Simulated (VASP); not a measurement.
MoSe, 2 atoms in the cell. It takes space group Pm-3m (No. 221, cubic). Conventional cell: a = 3.302 Å, b = 3.302 Å, c = 3.302 Å, α = 90.00°, β = 90.00°, γ = 90.00°. Mo (site symmetry m-3m) has 8 Se at 2.86 Å and 6 Mo at 3.30 Å within 3.8 Å. Within 3.8 Å of Se (site symmetry m-3m) lie 8 Mo at 2.86 Å and 6 Se at 3.30 Å. 

```yaml
Program: VASP 6.6.1
Task: single point
Functional: PBEsol
Potentials_or_basis: VASP PAW PBE potentials, release 64 (Mo_sv, Se)
Cutoff: 520 eV
k_mesh: 14 × 14 × 14
Occupations: gaussian, width 0.1 eV
Spin: collinear spin
Starting_moments: "[3.5, 0.0] μB"
Dipole_correction: no
Further_INCAR_settings: ALGO = Normal; EDIFF = 1e-06; NBANDS = 21
```

Potentials or basis: VASP PAW PBE potentials, release 64 (Mo_sv, Se).

Command:

```console
$ cat potpaw_PBE.64/Mo_sv/POTCAR potpaw_PBE.64/Se/POTCAR > POTCAR
$ mpirun -np 1 vasp_std > vasp.out
```

Hardware: 1 thread of Intel(R) Xeon(R) 6975P-C (Granite Rapids) (shared host).

**Question.** How long does it take, and how much memory?

**Answer.** It took 69 s on 1 thread of Intel(R) Xeon(R) 6975P-C (Granite Rapids) (shared host), peak memory 0.27 GiB. Counts: scf iterations 13, k points 120.
